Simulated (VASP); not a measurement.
## KF: single point with PBE

The system is KF.

```
K F
1.0
     3.65993    0.00000    0.00000
    -1.82997    3.16960    0.00000
     0.00000    0.00000    6.47881
K F
2 2
Direct
  0.00000 0.00000 0.00000
  0.00000 0.00000 0.50000
  0.33333 0.66667 0.25000
  0.66667 0.33333 0.75000
```

* Program: VASP 6.6.1
* Task: single point
* Functional: PBE
* Potentials or basis: VASP PAW PBE potentials, release 64 (K_sv, F)
* Cutoff: 520 eV
* k mesh: 6 × 6 × 2
* Occupations: gaussian, width 0.01 eV
* Spin: no spin polarisation

| Property | Result |
| --- | --- |
| Pressure | 2.0 GPa |
| Band gap on the k mesh | 6.19 eV |

Stress tensor (GPa, compression positive):
```
1.93 0.00 0.00
0.00 1.93 0.00
0.00 0.00 2.19
```

Levels at points of the mesh, in eV from the valence-band top:
| k point | band 13 | band 14 | band 15 | band 16 | band 17 | band 18 | band 19 | band 20 |
| --- | --- | --- | --- | --- | --- | --- | --- | --- |
| (0.00, 0.00, 0.00) | -0.29 | -0.08 | 0.00 | 0.00 | 6.19 | 9.06 | 9.41 | 10.37 |
| (0.50, 0.00, 0.00) | -0.36 | -0.25 | -0.14 | -0.06 | 8.23 | 9.77 | 9.86 | 10.32 |
| (0.00, 0.00, 0.50) | -0.15 | -0.15 | -0.15 | -0.15 | 7.51 | 7.51 | 10.17 | 10.17 |
| (0.50, 0.00, 0.50) | -0.31 | -0.31 | -0.20 | -0.20 | 8.86 | 8.86 | 10.54 | 10.54 |

It took 35 s on 1 thread of Intel Xeon 8259CL (shared host), peak memory 0.19 GiB.

Caveat: the k points lie up to 0.48 Å⁻¹ apart.
